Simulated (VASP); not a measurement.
Wanted: the native input for a VASP 6.6.1 run.

```
Task                   : relaxation of shape and atoms at fixed volume
Functional             : PBE
Potentials or basis    : VASP PAW PBE potentials, release 64 (Pb_d, O)
Cutoff                 : 600 eV
k mesh                 : 12 × 12 × 12
Occupations            : gaussian, width 0.05 eV
Spin                   : no spin polarisation
Dipole correction      : no
Further INCAR settings : ALGO = Normal; EDIFF = 1e-06; IBRION = 2; EDIFFG = -0.01; NSW = 60; ISIF = 4
```

The structure of PbO2 lies in POSCAR:

```
PbO2
1.0
    1.7362368549      1.0024168156      4.6877956705
   -1.7362368549      1.0024168156      4.6877956705
    0.0000000000     -2.0048336311      4.6877956705
Pb O
1 2
Direct
    0.0000000000      0.0000000000      0.0000000000
    0.2583424410      0.2583424410      0.2583424410
    0.7416575590      0.7416575590      0.7416575590
```

This cell differs from its parent crystal: volume scaled by 1.070.

One way to write it, as run:

INCAR

```
PREC = Accurate
ENCUT = 600
EDIFF = 1E-6
ISMEAR = 0
SIGMA = 0.05
LREAL = F
LASPH = T
NELM = 60
ALGO = Normal
ISIF = 4
LWAVE = F
LCHARG = F
GGA = PE
IBRION = 2
NSW = 60
EDIFFG = -0.01
```

KPOINTS

```
regular mesh
0
Gamma
  12 12 12
```

Potentials or basis: VASP PAW PBE potentials, release 64 (Pb_d, O).

Run with:

```bash
$ cat potpaw_PBE.64/Pb_d/POTCAR potpaw_PBE.64/O/POTCAR > POTCAR
$ mpirun -np 1 vasp_std > vasp.out
```

It gave:

| Item | Value |
| --- | --- |
| Energy gained by relaxing | 2.9 meV/atom |
| Ionic steps | 6 |
| Pressure after relaxing | -0.7 GPa |
| Band gap on the k mesh | 0.40 eV, indirect (least direct gap 0.54 eV) |

Caveat: spin-orbit coupling is left out, which moves the levels of the heavy elements.

Run time: 19 min on 1 thread of Intel(R) Xeon(R) Platinum 8259CL CPU @ 2.50GHz (Skylake/Cascade Lake), on a shared host, peak memory 0.4 GiB.
